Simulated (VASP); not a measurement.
Set up this calculation in VASP 6.6.1, as the native input.

```yaml
Task: single point
Functional: PBE
Potentials_or_basis: VASP PAW PBE potentials, release 64 (Bi_d)
Cutoff: 520 eV
k_mesh: 22 × 22 × 22
Occupations: gaussian, width 0.1 eV
Spin: no spin polarisation
Dipole_correction: no
Further_INCAR_settings: ALGO = Fast; EDIFF = 1e-07; NBANDS = 14
```

The structure of Bi lies in POSCAR:

```
Bi
1.0
   -1.7030610018      1.7030610018      2.7542536939
    1.7030610018     -1.7030610018      2.7542536939
    1.7030610018      1.7030610018     -2.7542536939
Bi
1
Direct
    0.0000000000      0.0000000000      0.0000000000
```

These files were run (other wordings do the same):

INCAR

```
SYSTEM = Bi
PREC     = Accurate       ! precision mode
ENCUT    = 520            ! plane-wave cutoff, eV
EDIFF    = 1E-7           ! SCF threshold, eV
ISMEAR   = 0              ! smearing method
SIGMA    = 0.1            ! smearing width, eV
LREAL    = .FALSE.        ! projectors in reciprocal space
LASPH    = .TRUE.         ! aspherical terms in the spheres
NELM     = 100            ! most SCF steps
ALGO     = Fast           ! electronic algorithm
ISIF     = 2              ! what is computed and relaxed
LWAVE    = .FALSE.        ! write WAVECAR
LCHARG   = .FALSE.        ! write CHGCAR
GGA      = PE             ! functional
NBANDS   = 14             ! bands
```

KPOINTS

```
regular mesh
0
G
  22 22 22
  0 0 0
```

Potentials or basis: VASP PAW PBE potentials, release 64 (Bi_d).

The run is started by

```bash
$ cat potpaw_PBE.64/Bi_d/POTCAR > POTCAR
$ mpirun -np 1 vasp_std > vasp.out
```

Results of the run:

```json
{"Pressure": "-0.1 GPa"}
```

It took 5.5 min on 1 thread of Intel(R) Xeon(R) Platinum 8488C (Sapphire Rapids), with other jobs on the host, peak memory 0.42 GiB.
